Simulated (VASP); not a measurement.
# ZnS (Cmmm) in VASP: a series of runs, part 2 of 2

VASP 6.6.1. Earlier steps stand in the parts before.

## (3) Relaxation of cell and atoms, PBE

INCAR

```
SYSTEM = ZnS
PREC = Accurate
ENCUT = 600
EDIFF = 1E-6
ISMEAR = 0
SIGMA = 0.1
LREAL = .False.
LASPH = .True.
NELM = 80
ALGO = Normal
ISIF = 3
LWAVE = .False.
LCHARG = .False.
GGA = PE
IBRION = 2
NSW = 90
EDIFFG = -0.04
```

KPOINTS

```
Automatic mesh
0
Gamma
  6 6 4
  0 0 0
```

POSCAR

```
ZnS
1.0
    2.2692584800     -2.3136964500      0.0000000000
    2.2692584800      2.3136964500      0.0000000000
    0.0000000000      0.0000000000      4.4785813600
Zn S
1 1
Direct
    0.5000000000      0.5000000000      0.5000000000
    0.5000000000      0.5000000000      0.0000000000
```

Potentials or basis: VASP PAW PBE potentials, release 64 (Zn, S).

Command:

```
$ cat potpaw_PBE.64/Zn/POTCAR potpaw_PBE.64/S/POTCAR > POTCAR
$ mpirun -np 1 vasp_std > vasp.out
```

OUTCAR:

```text
SYSTEM = ZnS
   PREC = Accurate
   ENCUT = 600
   EDIFF = 1E-6
   ISMEAR = 0
   LREAL = .False.
   LASPH = .True.
   NELM = 80
   ISIF = 3
   GGA = PE
   IBRION = 2
   NSW = 90
   EDIFFG = -0.04

 ion  position               nearest neighbor table
   1  0.500  0.500  0.500-   2 2.24   2 2.24
   2  0.500  0.500  0.000-   1 2.24   1 2.24

  LATTYP: Found a base centered orthorhombic cell.
 ALAT       =     4.5385169600
 B/A-ratio  =     1.0195825951
 C/A-ratio  =     0.9867940121

  Lattice vectors:

 A1 = (   2.2692584800,  -2.3136964500,   0.0000000000)
 A2 = (   2.2692584800,   2.3136964500,   0.0000000000)
 A3 = (   0.0000000000,   0.0000000000,   4.4785813600)

Analysis of symmetry for initial positions (statically):
=====================================================================
 Subroutine PRICEL returns:
 Original cell was already a primitive cell.

 Routine SETGRP: Setting up the symmetry group for a
 base centered orthorhombic supercell.

 Subroutine GETGRP returns: Found  8 space group operations
 (whereof  8 operations were pure point group operations)
 out of a pool of  8 trial point group operations.

The static configuration has the point symmetry D_2h.

Analysis of symmetry for dynamics (positions and initial velocities):
=====================================================================
 Subroutine PRICEL returns:
 Original cell was already a primitive cell.

 Routine SETGRP: Setting up the symmetry group for a
 base centered orthorhombic supercell.

 Subroutine GETGRP returns: Found  8 space group operations
 (whereof  8 operations were pure point group operations)
 out of a pool of  8 trial point group operations.

The dynamic configuration has the point symmetry D_2h.

 Subroutine INISYM returns: Found  8 space group operations
 (whereof  8 operations are pure point group operations),
 and found     1 'primitive' translations

----------------------------------------------------------------------------------------

                                     Primitive cell

  volume of cell :      47.0285

  direct lattice vectors                    reciprocal lattice vectors
     2.269258480 -2.313696450  0.000000000     0.220336292 -0.216104407  0.000000000
     2.269258480  2.313696450  0.000000000     0.220336292  0.216104407  0.000000000
     0.000000000  0.000000000  4.478581360     0.000000000  0.000000000  0.223284991

  length of vectors
     3.240790847  3.240790847  4.478581360     0.308624686  0.308624686  0.223284991

  position of ions in fractional coordinates (direct lattice)
     0.500000000  0.500000000  0.500000000
     0.500000000  0.500000000  0.000000000

  ion indices of the primitive-cell ions
   primitive index   ion index
                 1           1
                 2           2

----------------------------------------------------------------------------------------

 KPOINTS: Automatic mesh

Automatic generation of k-mesh.
 Grid dimensions read from file:
 generate k-points for:    6    6    4

 Generating k-lattice:

  Cartesian coordinates                     Fractional coordinates (reciprocal lattice)
     0.036722715 -0.036017401  0.000000000     0.166666667 -0.000000000  0.000000000
     0.036722715  0.036017401  0.000000000    -0.000000000  0.166666667  0.000000000
[... 62 lines left out ...]
   IBRION =      2    ionic relax: 0-MD 1-quasi-New 2-CG
   NFREE  =      1    steps in history (QN), initial steepest desc. (CG)
   ISIF   =      3    stress and relaxation
   ISYM   =      2    0-nonsym 1-usesym 2-fastsym
   POTIM  = 0.5000    time-step for ionic-motion
   TEBEG  =    0.0;   TEEND  =   0.0 temperature during run
   PSTRESS=    0.0 pullay stress
   NELECT =      18.0000    total number of electrons
   NUPDOWN=      -1.0000    fix difference up-down
   EMIN   =  10.00;   EMAX   =-10.00  energy-range for DOS
   EFERMI =   0.00;   METHOD = LEGACY
   ISMEAR =     0;   SIGMA  =   0.10  broadening in eV -4-tet -1-fermi 0-gaus
   EFERMI_NEDOS =   21; number of points for ismear=-14 and -15
   IALGO  =     38    algorithm
   IMIX   =      4    mixing-type and parameters
     AMIX     =   0.40;   BMIX     =  1.00
     AMIX_MAG =   1.60;   BMIX_MAG =  1.00
  volume/ion in A,a.u.               =      23.51       158.68
  Fermi-wavevector in a.u.,A,eV,Ry     =   1.188626  2.246178 19.222758  1.412833
  Thomas-Fermi vector in A             =   2.324752
   LORBIT       =      0    0 simple, 1 ext, 2 COOP (PROOUT), +10 PAW based schemes
   GGA     = PE    functional components
   LHFCALC =     F    Hartree Fock is set to
   AEXX    =    0.0000 exact exchange contribution
   IVDW    =     0    specifies the selected vdW correction
   LEPSILON=     F    determine dielectric tensor
   LRPA    =     F    only Hartree local field effects (RPA)
 conjugate gradient relaxation of ions
 non-spin polarized calculation
 Gauss-broadening in eV      SIGMA  =   0.10
  energy-cutoff  :      600.00
  volume of cell :       47.03
 maximum number of plane-waves:      1586
 NGX is ok and might be reduce to    28
   NGX = 13   NGY = 13   NGZ = 17

--------------------------------------- Ionic step        1  -------------------------------------------

 number of electron      18.0000012 magnetization

 Free energy of the ion-electron system (eV)
  ---------------------------------------------------
  ext. energy  EPLUGINS =         0.00000000
  ---------------------------------------------------
  free energy    TOTEN  =        -4.46258625 eV

  energy without entropy =       -4.45362629  energy(sigma->0) =       -4.45810627

------------------------ aborting loop because EDIFF is reached ----------------------------------------

  FORCE on cell =-STRESS in cart. coord.  units (eV):
  Direction    XX          YY          ZZ          XY          YZ          ZX
  --------------------------------------------------------------------------------------
  -------------------------------------------------------------------------------------
  Total        0.5843098      0.5969812     -1.5233393      0.0000000      0.0000000      0.0000000
  in kB       19.9064089     20.3381007    -51.8974979      0.0000000      0.0000000      0.0000000
  external PRESSURE =      -3.8843294 kB  Pullay stress =       0.0000000 kB
[... 89 lines left out ...]
  FREE ENERGIE OF THE ION-ELECTRON SYSTEM (eV)
  ---------------------------------------------------
  free  energy   TOTEN  =        -4.5104081792 eV

  energy  without entropy=       -4.5043335287  energy(sigma->0) =       -4.50737085

 E-fermi :   0.8705     XC(G=0):  -8.2346

 val. band max:        0.8527590568   @ k =   0.0000   0.0000   0.5000
 cond. band min:       0.8844686884   @ k =   0.0000   0.0000   0.5000
 fundamental gap:      0.0317096315
 Fermi energy:         0.8704896669

 k-point     1 :       0.0000    0.0000    0.0000
  band No.  band energies     occupation
      1     -12.5268      2.00000
      2      -6.7765      2.00000
      3      -6.7620      2.00000
      4      -6.7617      2.00000
      5      -6.6238      2.00000
      6      -6.5774      2.00000
      7      -3.3737      2.00000
      8      -0.1837      2.00000
      9       0.0727      2.00000
     10       0.1097      2.00000
     11       6.8161      0.00000
     12       8.2351      0.00000
     13       9.9691      0.00000
[... 356 lines left out ...]
      2      -6.9969      2.00000
      3      -6.8993      2.00000
      4      -6.8583      2.00000
      5      -6.7130      2.00000
      6      -6.6058      2.00000
      7      -3.4022      2.00000
      8      -1.7624      2.00000
      9      -1.0704      2.00000
     10       3.6443      0.00000
     11       4.1754      0.00000
     12       5.8258      0.00000
     13       6.7698      0.00000

 [... further k-points ...]

[... ionic steps 4 to 21 ...]

--------------------------------------- Ionic step       22  -------------------------------------------

 number of electron      18.0000058 magnetization

------------------------ aborting loop because EDIFF is reached ----------------------------------------
[... 67 lines left out ...]
--------------------------------------- Ionic step       24  -------------------------------------------

 number of electron      18.0000063 magnetization

 Free energy of the ion-electron system (eV)
  ---------------------------------------------------
  ext. energy  EPLUGINS =         0.00000000
  ---------------------------------------------------
  free energy    TOTEN  =        -4.97887743 eV

  energy without entropy =       -4.97887743  energy(sigma->0) =       -4.97887743

 E-fermi :  -1.9630     XC(G=0):  -5.7399

 val. band max:       -2.4072892469   @ k =   0.5000  -0.0000   0.5000
 cond. band min:      -1.4573439550   @ k =   0.0000   0.0000   0.0000
 fundamental gap:      0.9499452919
 Fermi energy:        -1.9630179433

 k-point     1 :       0.0000    0.0000    0.0000
  band No.  band energies     occupation
      1     -14.7234      2.00000
      2      -9.2933      2.00000
      3      -9.2931      2.00000
      4      -9.1831      2.00000
      5      -9.1693      2.00000
      6      -8.8230      2.00000
      7      -5.5370      2.00000
      8      -3.4327      2.00000
      9      -3.4223      2.00000
     10      -1.4573      0.00000
     11       2.8502      0.00000
     12       4.7044      0.00000
     13       5.3496      0.00000
[... 397 lines left out ...]
  FREE ENERGIE OF THE ION-ELECTRON SYSTEM (eV)
  ---------------------------------------------------
  free  energy   TOTEN  =        -4.9788774318 eV

  energy  without entropy=       -4.9788774317  energy(sigma->0) =       -4.97887743

 reached required accuracy - stopping structural energy minimisation
```

CONTCAR:

```text
ZnS
   1.00000000000000
     3.3038117124462851   -3.3737273155667680    0.0000000000000000
     3.3038117124462851    3.3737273155667680    0.0000000000000000
     0.0000000000000000    0.0000000000000000    4.1727194973882478
  Zn              S
     1     1
Direct
     0.5000000000000000    0.5000000000000000    0.5000000000000000
     0.5000000000000000    0.5000000000000000    0.0000000000000000

  0.00000000E+00  0.00000000E+00  0.00000000E+00
  0.00000000E+00  0.00000000E+00  0.00000000E+00
```

Wall time 4.9 min (1 thread of Intel Xeon Platinum 8259CL at 2.50GHz (Skylake/Cascade Lake), shared host); peak memory 0.19 GiB.

Results:

```yaml
Free_energy: -4.9789 eV
Relaxed_volume: 46.51 Å³/atom
Relaxed_cell: a = 4.722 Å, b = 4.722 Å, c = 4.173 Å, α = 90.00°, β = 90.00°, γ = 91.20°
Space_group_after_relaxing_to_0.05_Å: Cmmm (No. 65)
Energy_gained_by_relaxing: 258.1 meV/atom
Ionic_steps: 24
Pressure_after_relaxing: 0.1 GPa
Band_gap_on_the_k_mesh: 0.95 eV, indirect (least direct gap 1.97 eV)
```

The path:
```
step  energy change (eV)  largest force (eV/Å)  pressure (GPa)  volume (Å³)
   1              0.0000                0.0000           -0.39        47.03
   2             -0.0478                0.0000            3.18        46.60
   3             -0.0478                0.0000            3.12        46.61
   4             -0.0881                0.0000            3.50        48.42
   5             -0.2062                0.0000            3.69        53.10
   6             -0.2912                0.0000            6.19        62.67
   7             -0.2996                0.0000            5.99        63.35
   8             -0.3219                0.0000            5.59        65.42
   9             -0.3561                0.0000            5.03        69.65
  10             -0.3976                0.0000            4.15        78.51
  11             -0.4133                0.0000            2.79        97.84
  12             -0.4180                0.0000            3.47        88.44
  13             -0.4791                0.0000            2.06        89.60
  14             -0.5147                0.0000            0.32        91.29
  15             -0.5152                0.0000            0.12        91.51
  16             -0.5152                0.0000            0.06        91.57
  17             -0.5153                0.0000            0.08        91.60
  18             -0.5154                0.0000            0.13        91.69
  19             -0.5155                0.0000            0.21        91.88
  20             -0.5155                0.0000            0.18        91.83
  21             -0.5155                0.0000            0.19        91.88
  22             -0.5156                0.0000            0.18        92.04
  23             -0.5159                0.0000            0.17        92.37
  24             -0.5163                0.0000            0.07        93.02
```

Final structure:
```
Zn S
1.0
     3.30381   -3.37373    0.00000
     3.30381    3.37373    0.00000
     0.00000    0.00000    4.17272
Zn S
1 1
Direct
  0.50000 0.50000 0.50000
  0.50000 0.50000 0.00000
```

Caveat: the volume moved by over 15 % at a fixed basis, so the end points are rough. A k mesh can miss the band edges.
